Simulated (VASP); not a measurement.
# NaF (Fm-3m) in VASP: a series of runs

The runs below take NaF through single point, with PBEsol.

Program: VASP 6.6.1. These are calculated values, not measurements. Logs are shortened: lines on timing, memory, paths and dates and some standing lists are left out, and cuts for length are marked.

## (1) The cell of the first run

It takes space group Fm-3m (No. 225, cubic). The conventional cell has a = 4.701 Å, b = 4.701 Å, c = 4.701 Å, α = 90.00°, β = 90.00°, γ = 90.00°. Within 3.1 Å of Na (site symmetry m-3m) lie 6 F at 2.35 Å. F (site symmetry m-3m) has 6 Na at 2.35 Å within 3.1 Å.

## (2) Single point, PBEsol

File INCAR:

```
PREC = Accurate
ENCUT = 520
EDIFF = 1E-7
ISMEAR = 0
SIGMA = 0.05
LREAL = False
LASPH = True
NELM = 100
ALGO = Normal
ISIF = 2
LWAVE = False
LCHARG = False
GGA = PS
NBANDS = 14
```

File KPOINTS:

```
Automatic mesh
0
Gamma
  10 10 10
```

File POSCAR:

```
NaF
1.0
    3.3241511410      0.0000000000      0.0000000000
    1.6620755705      2.8787993342      0.0000000000
    1.6620755705      0.9595997780      2.7141580411
Na F
1 1
Direct
    0.0000000000      0.0000000000      0.0000000000
    0.5000000000      0.5000000000      0.5000000000
```

Potentials or basis: VASP PAW PBE potentials, release 64 (Na_pv, F).

The run is started by

```console
cat potpaw_PBE.64/Na_pv/POTCAR potpaw_PBE.64/F/POTCAR > POTCAR
mpirun -np 1 vasp_std > vasp.out
```

OUTCAR:

```text
PREC = Accurate
   ENCUT = 520
   EDIFF = 1E-7
   ISMEAR = 0
   LREAL = False
   LASPH = True
   NELM = 100
   ISIF = 2
   GGA = PS

 ion  position               nearest neighbor table
   1  0.000  0.000  0.000-
   2  0.500  0.500  0.500-

  LATTYP: Found a face centered cubic cell.
 ALAT       =     4.7010596271

  Lattice vectors:

 A1 = (   3.3241511410,   0.0000000000,   0.0000000000)
 A2 = (   1.6620755705,   2.8787993342,   0.0000000000)
 A3 = (   1.6620755705,   0.9595997780,   2.7141580411)

Analysis of symmetry for initial positions (statically):
=====================================================================
 Subroutine PRICEL returns:
 Original cell was already a primitive cell.

 Routine SETGRP: Setting up the symmetry group for a
 face centered cubic supercell.

 Subroutine GETGRP returns: Found 48 space group operations
 (whereof 48 operations were pure point group operations)
 out of a pool of 48 trial point group operations.

The static configuration has the point symmetry O_h .

Analysis of symmetry for dynamics (positions and initial velocities):
=====================================================================
 Subroutine PRICEL returns:
 Original cell was already a primitive cell.

 Routine SETGRP: Setting up the symmetry group for a
 face centered cubic supercell.

 Subroutine GETGRP returns: Found 48 space group operations
 (whereof 48 operations were pure point group operations)
 out of a pool of 48 trial point group operations.

The dynamic configuration has the point symmetry O_h .

 Subroutine INISYM returns: Found 48 space group operations
 (whereof 48 operations are pure point group operations),
 and found     1 'primitive' translations

----------------------------------------------------------------------------------------

                                     Primitive cell

  volume of cell :      25.9733

  direct lattice vectors                    reciprocal lattice vectors
     3.324151141  0.000000000  0.000000000     0.300828680 -0.173683519 -0.122812794
     1.662075571  2.878799334  0.000000000     0.000000000  0.347367039 -0.122812794
     1.662075571  0.959599778  2.714158041     0.000000000  0.000000000  0.368438383

  length of vectors
     3.324151141  3.324151141  3.324151141     0.368438383  0.368438383  0.368438383

  position of ions in fractional coordinates (direct lattice)
     0.000000000  0.000000000  0.000000000
     0.500000000  0.500000000  0.500000000

  ion indices of the primitive-cell ions
   primitive index   ion index
                 1           1
                 2           2

----------------------------------------------------------------------------------------

 KPOINTS: Automatic mesh

Automatic generation of k-mesh.
 Grid dimensions read from file:
 generate k-points for:   10   10   10

 Generating k-lattice:

  Cartesian coordinates                     Fractional coordinates (reciprocal lattice)
     0.030082868 -0.017368352 -0.012281279     0.100000000  0.000000000  0.000000000
     0.000000000  0.034736704 -0.012281279     0.000000000  0.100000000 -0.000000000
     0.000000000  0.000000000  0.036843838     0.000000000  0.000000000  0.100000000

  Length of vectors
     0.036843838  0.036843838  0.036843838

  Shift w.r.t. Gamma in fractional coordinates (k-lattice)
     0.000000000  0.000000000  0.000000000

 Subroutine IBZKPT returns following result:
 ===========================================

 Found     47 irreducible k-points:

 Following reciprocal coordinates:
            Coordinates               Weight
  0.000000  0.000000  0.000000      1.000000
  0.100000  0.000000  0.000000      8.000000
  0.200000  0.000000  0.000000      8.000000
  0.300000  0.000000  0.000000      8.000000
  0.400000  0.000000  0.000000      8.000000
  0.500000  0.000000  0.000000      4.000000
[... 16 lines left out ...]
  0.300000  0.300000  0.000000      6.000000
  0.400000  0.300000  0.000000     24.000000
 [... further k-points ...]
   k-points           NKPTS =     47   k-points in BZ     NKDIM =     47   number of bands    NBANDS=     14
   number of dos      NEDOS =    301   number of ions     NIONS =      2
   total plane-waves  NPLWV =  21952
   dimension x,y,z NGX =    28 NGY =   28 NGZ =   28
   dimension x,y,z NGXF=    56 NGYF=   56 NGZF=   56
   ions per type =               1   1
   NGX,Y,Z   is equivalent  to a cutoff of  14.00, 14.00, 14.00 a.u.
   NGXF,Y,Z  is equivalent  to a cutoff of  28.01, 28.01, 28.01 a.u.
 SYSTEM =  unknown system
   PREC   = accura    normal or accurate (medium, high low for compatibility)
   ISTART =      0    job   : 0-new  1-cont  2-samecut
   ICHARG =      2    charge: 1-file 2-atom 10-const
   ISPIN  =      1    spin polarized calculation?
   LNONCOLLINEAR =      F non collinear calculations
   LSORBIT =      F    spin-orbit coupling
   LASPH  =      T    aspherical Exc in radial PAW
   ENCUT  =  520.0 eV  38.22 Ry    6.18 a.u.   6.18  6.18  6.18*2*pi/ulx,y,z
   NELM   =    100;   NELMIN=  2; NELMDL= -5     # of ELM steps
   EDIFF  = 0.1E-06   stopping-criterion for ELM
   LREAL  =      F    real-space projection
   EDIFFG = 0.1E-05   stopping-criterion for IOM
   NSW    =      0    number of steps for IOM
   IBRION =     -1    ionic relax: 0-MD 1-quasi-New 2-CG
   NFREE  =      0    steps in history (QN), initial steepest desc. (CG)
   ISIF   =      2    stress and relaxation
   ISYM   =      2    0-nonsym 1-usesym 2-fastsym
   POTIM  = 0.5000    time-step for ionic-motion
   TEBEG  =    0.0;   TEEND  =   0.0 temperature during run
   PSTRESS=    0.0 pullay stress
   NELECT =      14.0000    total number of electrons
   NUPDOWN=      -1.0000    fix difference up-down
   EMIN   =  10.00;   EMAX   =-10.00  energy-range for DOS
   EFERMI =   0.00;   METHOD = LEGACY
   ISMEAR =     0;   SIGMA  =   0.05  broadening in eV -4-tet -1-fermi 0-gaus
   EFERMI_NEDOS =   21; number of points for ismear=-14 and -15
   IALGO  =     38    algorithm
   IMIX   =      4    mixing-type and parameters
     AMIX     =   0.40;   BMIX     =  1.00
     AMIX_MAG =   1.60;   BMIX_MAG =  1.00
  volume/ion in A,a.u.               =      12.99        87.64
  Fermi-wavevector in a.u.,A,eV,Ry     =   1.332320  2.517719 24.151368  1.775075
  Thomas-Fermi vector in A             =   2.461263
   LORBIT       =      0    0 simple, 1 ext, 2 COOP (PROOUT), +10 PAW based schemes
   GGA     = PS    functional components
   LHFCALC =     F    Hartree Fock is set to
   AEXX    =    0.0000 exact exchange contribution
   IVDW    =     0    specifies the selected vdW correction
   LEPSILON=     F    determine dielectric tensor
   LRPA    =     F    only Hartree local field effects (RPA)
 non-spin polarized calculation
 Gauss-broadening in eV      SIGMA  =   0.05
  energy-cutoff  :      520.00
  volume of cell :       25.97
 maximum number of plane-waves:       725
 NGX is ok and might be reduce to    28
   NGX = 13   NGY = 13   NGZ = 13

 number of electron      14.0000002 magnetization

 Free energy of the ion-electron system (eV)
  ---------------------------------------------------
  ext. energy  EPLUGINS =         0.00000000
  ---------------------------------------------------
  free energy    TOTEN  =        -8.76268113 eV

  energy without entropy =       -8.76268113  energy(sigma->0) =       -8.76268113

 E-fermi :  -2.1347     XC(G=0):  -9.1200

 val. band max:       -2.3538731680   @ k =   0.0000   0.0000   0.0000
 cond. band min:       3.5903651494   @ k =   0.0000   0.0000   0.0000
 fundamental gap:      5.9442383174
 Fermi energy:        -2.1346791978

 k-point     1 :       0.0000    0.0000    0.0000
  band No.  band energies     occupation
      1     -21.3413      2.00000
      2     -21.2540      2.00000
      3     -21.2540      2.00000
      4     -21.2540      2.00000
      5      -2.3539      2.00000
      6      -2.3539      2.00000
      7      -2.3539      2.00000
      8       3.5904      0.00000
      9      16.1889      0.00000
     10      16.1889      0.00000
     11      16.1889      0.00000
     12      18.7853      0.00000
     13      21.1227      0.00000
     14      21.1227      0.00000

 k-point     2 :       0.1000    0.0000    0.0000
  band No.  band energies     occupation
      1     -21.5265      2.00000
      2     -21.2551      2.00000
      3     -21.2551      2.00000
      4     -21.0560      2.00000
      5      -2.5445      2.00000
      6      -2.3770      2.00000
      7      -2.3770      2.00000
      8       3.9404      0.00000
      9      14.8852      0.00000
     10      16.3333      0.00000
     11      16.3333      0.00000
     12      20.2039      0.00000
     13      20.6824      0.00000
     14      20.6824      0.00000

 k-point     3 :       0.2000    0.0000    0.0000
  band No.  band energies     occupation
      1     -21.7181      2.00000
      2     -21.2579      2.00000
      3     -21.2579      2.00000
      4     -20.8323      2.00000
      5      -2.9811      2.00000
      6      -2.4370      2.00000
      7      -2.4369      2.00000
      8       4.8411      0.00000
      9      13.1284      0.00000
     10      16.6901      0.00000
     11      16.6901      0.00000
     12      20.0376      0.00000
     13      20.0376      0.00000
     14      21.2697      0.00000

 k-point     4 :       0.3000    0.0000    0.0000
  band No.  band energies     occupation
      1     -21.8650      2.00000
      2     -21.2613      2.00000
      3     -21.2613      2.00000
      4     -20.6455      2.00000
      5      -3.4376      2.00000
      6      -2.5100      2.00000
      7      -2.5100      2.00000
      8       6.0252      0.00000
      9      11.6186      0.00000
     10      17.0322      0.00000
     11      17.0322      0.00000
     12      19.7367      0.00000
     13      19.7367      0.00000
     14      21.0608      0.00000

 k-point     5 :       0.4000    0.0000    0.0000
  band No.  band energies     occupation
      1     -21.9568      2.00000
      2     -21.2641      2.00000
      3     -21.2641      2.00000
      4     -20.5212      2.00000
      5      -3.7629      2.00000
      6      -2.5682      2.00000
      7      -2.5682      2.00000
      8       7.2496      0.00000
      9      10.3565      0.00000
     10      17.1624      0.00000
     11      17.1624      0.00000
[... 276 lines left out ...]
 k-point    22 :      -0.2000    0.2000   -0.0000
  band No.  band energies     occupation
      1     -21.8313      2.00000
      2     -21.2897      2.00000
      3     -21.2593      2.00000
      4     -20.6570      2.00000
      5      -3.3801      2.00000
      6      -2.7066      2.00000
      7      -2.5224      2.00000
      8       6.4426      0.00000
      9      11.7250      0.00000
     10      15.1159      0.00000
     11      18.0895      0.00000
     12      18.3464      0.00000
     13      19.7328      0.00000
     14      23.3393      0.00000

 k-point    23 :       0.3000    0.3000    0.0000
  band No.  band energies     occupation
      1     -21.6742      2.00000
      2     -21.2847      2.00000
      3     -21.2847      2.00000
      4     -20.8215      2.00000
      5      -3.3774      2.00000
      6      -2.6180      2.00000
      7      -2.6180      2.00000
      8       6.7813      0.00000
      9      11.6634      0.00000
     10      14.9447      0.00000
     11      16.5625      0.00000
     12      16.5625      0.00000
     13      22.4966      0.00000
     14      23.3269      0.00000

 k-point    24 :       0.4000    0.3000    0.0000
  band No.  band energies     occupation
      1     -21.6543      2.00000
      2     -21.2964      2.00000
      3     -21.2895      2.00000
      4     -20.8248      2.00000
      5      -3.4861      2.00000
      6      -2.7210      2.00000
      7      -2.6674      2.00000
      8       7.7647      0.00000
      9      11.1128      0.00000
     10      13.8292      0.00000
     11      16.6334      0.00000
     12      16.6635      0.00000
     13      22.2801      0.00000
     14      23.6736      0.00000

 [... further k-points ...]

------------------------ aborting loop because EDIFF is reached ----------------------------------------

  FORCE on cell =-STRESS in cart. coord.  units (eV):
  Direction    XX          YY          ZZ          XY          YZ          ZX
  --------------------------------------------------------------------------------------
  -------------------------------------------------------------------------------------
  Total       -0.3341904     -0.3341904     -0.3341904      0.0000000      0.0000000     -0.0000000
  in kB      -20.6147118    -20.6147118    -20.6147118      0.0000000      0.0000000     -0.0000000
  external PRESSURE =     -20.6147118 kB  Pullay stress =       0.0000000 kB

 VOLUME and BASIS-vectors are now :
 -----------------------------------------------------------------------------
  energy-cutoff  :      520.00
  volume of cell :       25.97
      direct lattice vectors                 reciprocal lattice vectors
     3.324151141  0.000000000  0.000000000     0.300828680 -0.173683519 -0.122812794
     1.662075571  2.878799334  0.000000000     0.000000000  0.347367039 -0.122812794
     1.662075571  0.959599778  2.714158041     0.000000000  0.000000000  0.368438383

 POSITION                                       TOTAL-FORCE (eV/Angst)
 -----------------------------------------------------------------------------------
      0.00000      0.00000      0.00000         0.000000     -0.000000      0.000000
      3.32415      1.91920      1.35708        -0.000000      0.000000      0.000000
 -----------------------------------------------------------------------------------
    total drift:                                0.000000      0.000000      0.000000

  FREE ENERGIE OF THE ION-ELECTRON SYSTEM (eV)
  ---------------------------------------------------
  free  energy   TOTEN  =        -8.7626811302 eV

  energy  without entropy=       -8.7626811302  energy(sigma->0) =       -8.76268113
```

Run time: 28 s. Hardware: 1 thread of Intel Xeon 8259CL, shared host; peak memory 0.15 GiB.

Results:

| Item | Value |
| --- | --- |
| Free energy | -8.7627 eV |
| Pressure | -2.1 GPa |
| Band gap on the k mesh | 5.94 eV |

Caveat: the PAW data sets were made with another functional, which shifts forces and pressure a little. Expect the measured gap to be larger: semilocal functionals such as PBEsol lack the derivative discontinuity.

## (3) Single point, PBEsol

This run uses another cell than the first one, of 13.24 Å³/atom.

File INCAR:

```
SYSTEM = NaF
ALGO = Normal
EDIFF = 1E-6
ENCUT = 520
GGA = PS
ISIF = 2
ISMEAR = 0
LASPH = .TRUE.
LCHARG = .FALSE.
LREAL = .FALSE.
LWAVE = .FALSE.
NBANDS = 14
NELM = 60
PREC = Accurate
SIGMA = 0.05
```

File KPOINTS:

```
k-points
0
G
  10 10 10
  0 0 0
```

File POSCAR:

```
NaF
1.0
    3.3453246491      0.0000000000      0.0000000000
    1.6726623245      2.8971361300      0.0000000000
    1.6726623245      0.9657120433      2.7314461381
Na F
1 1
Direct
    0.0000000000      0.0000000000      0.0000000000
    0.5000000000      0.5000000000      0.5000000000
```

Potentials or basis: VASP PAW PBE potentials, release 64 (Na_pv, F).

The run is started by

```console
cat potpaw_PBE.64/Na_pv/POTCAR potpaw_PBE.64/F/POTCAR > POTCAR
mpirun -np 1 vasp_std > vasp.out
```

It took 24 s on 1 thread of Intel Xeon 8259CL, shared host; peak memory 0.15 GiB.

Results (log left out):

```yaml
Free_energy: -8.7558 eV
Pressure: -2.9 GPa
Band_gap_on_the_k_mesh: 5.85 eV
```

Levels at points of the mesh, in eV from the valence-band top:
```tsv
k point	band 4	band 5	band 6	band 7	band 8	band 9	band 10	band 11
(0.00, 0.00, 0.00)	-18.96	0.00	0.00	0.00	5.85	18.41	18.41	18.41
(0.50, 0.00, 0.00)	-18.17	-1.49	-0.23	-0.23	10.24	11.83	19.33	19.33
(0.50, 0.50, 0.00)	-18.74	-1.20	-0.38	-0.38	12.48	12.89	12.94	18.86
```

Caveat: the PAW data sets were made with another functional, which shifts forces and pressure a little.
